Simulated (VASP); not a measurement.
Si: single point with LDA

Crystal: Si.

```
Si
1.0
    -2.31853    2.43955    1.27500
     2.31853   -2.43955    1.27500
     2.31853    2.43955   -1.27500
Si
2
Direct
  0.80700 0.55700 0.25000
  0.19300 0.44300 0.75000
```

This cell differs from its parent crystal: equal xx and yy strain of +3 %.

* Program: VASP 6.6.1
* Task: single point
* Functional: LDA
* Potentials or basis: VASP PAW LDA potentials, release 64 (Si)
* Cutoff: 520 eV
* k mesh: 16 × 16 × 16
* Occupations: fermi-dirac, width 0.05 eV
* Spin: no spin polarisation
* Dipole correction: no
* Further INCAR settings: ALGO = Normal; EDIFF = 1e-06; NBANDS = 11

The pressure is 2.3 GPa. The largest force is 0.055 eV/Å. The band gap on the k mesh is zero (bands 4 and 5 overlap by 6.74 eV).

Forces on the atoms (eV/Å):
```
Si   0.000  0.000  0.055
Si   0.000  0.000 -0.055
```

Stress tensor (GPa, compression positive):
```
2.12 0.00 0.00
0.00 0.93 0.00
0.00 0.00 3.86
```

Levels at points of the mesh, in eV from the Fermi level:
```
           k point  band 2  band 3  band 4  band 5  band 6  band 7
(0.00, 0.00, 0.00)   -3.02   -2.49   -2.35    1.29    7.62    8.18
(0.50, 0.00, 0.00)   -7.15   -1.82   -1.39   -1.09    0.31    4.52
(0.00, 0.50, 0.00)   -6.82   -2.78   -1.88   -1.57    1.41    4.79
(0.50, 0.50, 0.00)  -11.08   -0.02   -0.02    2.44    2.44    8.94
(0.50, 0.50, 0.50)   -8.17   -7.26   -7.03    6.24    7.00   12.67
```

Wall time 2 min on 1 thread of AMD EPYC 7R13 Processor (Zen 3), on a shared host, peak memory 0.23 GiB.

Caveat: the cell differs from its parent crystal (equal xx and yy strain of +3 %).
